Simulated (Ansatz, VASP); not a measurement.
Two plane-wave programs on GaSb3

```
CELL_PARAMETERS angstrom
0.00000 3.58577 3.58577
3.58577 0.00000 3.58577
3.58577 3.58577 0.00000
ATOMIC_POSITIONS crystal
Ga 0.04239 0.95761 0.95761
Sb 0.25373 0.24627 0.24627
Sb 0.73086 0.76914 0.76914
Sb 0.49114 0.50886 0.50886
```

Change from the starting cell: mode 4 frozen in at -0.082 Å and mode 7 at -0.304 Å (largest displacements).

Alike in both runs: task single point; functional PBEsol; dispersion D3(BJ); k mesh 10 × 10 × 10; occupations gaussian, width 0.15 eV; no spin polarisation.

|  | VASP | Ansatz |
| --- | --- | --- |
| version | VASP 6.6.1 | Ansatz 0.2.0 |
| potentials or method | VASP PAW PBE potentials, release 64 (Ga_d, Sb), cutoff 520 eV | scalar-relativistic, plane waves, PAW |
| valence electrons in the cell | 28 | 58 |

|  | VASP | Ansatz | Ansatz less VASP |
| --- | --- | --- | --- |
| gap on the k mesh at the Fermi level (eV) | none | none | - |
| pressure (GPa) | 1.6 | 1.5 | -0.08 |
| traceless stress, the component that is largest in VASP (GPa) | -0.51 | -0.49 | +0.016 |
| rms of the force components (eV/Å) | 0.295 | 0.291 | -0.0034 |

VASP's potentials were made for PBE, not for PBEsol, and Ansatz warns of the same on its side. Atom by atom the forces differ by 0.004 eV/Å (rms over components). A gap of «none» marks a metal or a gap that the smearing closes. VASP's potentials hold 28 valence electrons a cell and Ansatz's 58, so a difference there can come from the potentials and not from the codes.

Neither program's run includes spin-orbit coupling.
